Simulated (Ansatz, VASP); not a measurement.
## Na in VASP and in Ansatz

File INCAR:

```
  ALGO = Normal
  EDIFF = 1E-6
  ENCUT = 520
  GGA = PE
  GGA_COMPAT = F
  ISIF = 2
  ISMEAR = 0
  LASPH = T
  LCHARG = F
  LORBIT = 11
  LORBMOM = T
  LREAL = F
  LSORBIT = T
  LWAVE = F
  MAGMOM = 0 0 0
  NBANDS = 18
  NELM = 150
  PREC = Accurate
  SIGMA = 0.05
```

The input KPOINTS:

```
k-points
0
Gamma
  14 14 14
```

Contents of POSCAR:

```
Na
1.0
   -2.1121762316      2.1121762316      2.1121762316
    2.1121762316     -2.1121762316      2.1121762316
    2.1121762316      2.1121762316     -2.1121762316
Na
1
Direct
    0.0000000000      0.0000000000      0.0000000000
```

Input for Ansatz:

```yaml
crystal:
  lattice:
    - [-2.1121762316, 2.1121762316, 2.1121762316]
    - [2.1121762316, -2.1121762316, 2.1121762316]
    - [2.1121762316, 2.1121762316, -2.1121762316]
  atoms:
    - { symbol: Na, position: [0.0, 0.0, 0.0] }
basis:
  ecutwfc: 600
  ecutrho_ratio: 5
kpoints:
  mp_grid: { grid: [14, 14, 14] }
hamiltonian:
  xc: pbe
scf:
  occupations: { method: gaussian, width: 0.05 }
output:
  forces: true
  stress: true
  eigenvalues: true
  populations: true
magnetization:
  noncollinear: true
  spin_orbit: true
```

Alike in both runs: task single point; functional PBE; k mesh 14 × 14 × 14; occupations gaussian, width 0.05 eV; non-collinear spin, spin-orbit coupling.

```csv
,VASP,Ansatz
version,VASP 6.6.1,Ansatz 0.2.0
potentials or method,"VASP PAW PBE potentials, release 64 (Na_pv), cutoff 520 eV","plane waves, PAW"
valence electrons in the cell,7,9
```

VASP gave:

```
pressure (GPa)           : -0.2
net moment per atom (μB) : 0.00
```

**Question.** Which values does Ansatz return?

**Answer.** Pressure (GPa): -0.1; net moment per atom (μB): 0.00.

VASP's potentials hold 7 valence electrons a cell and Ansatz's 9, so a difference there can come from the potentials and not from the codes.
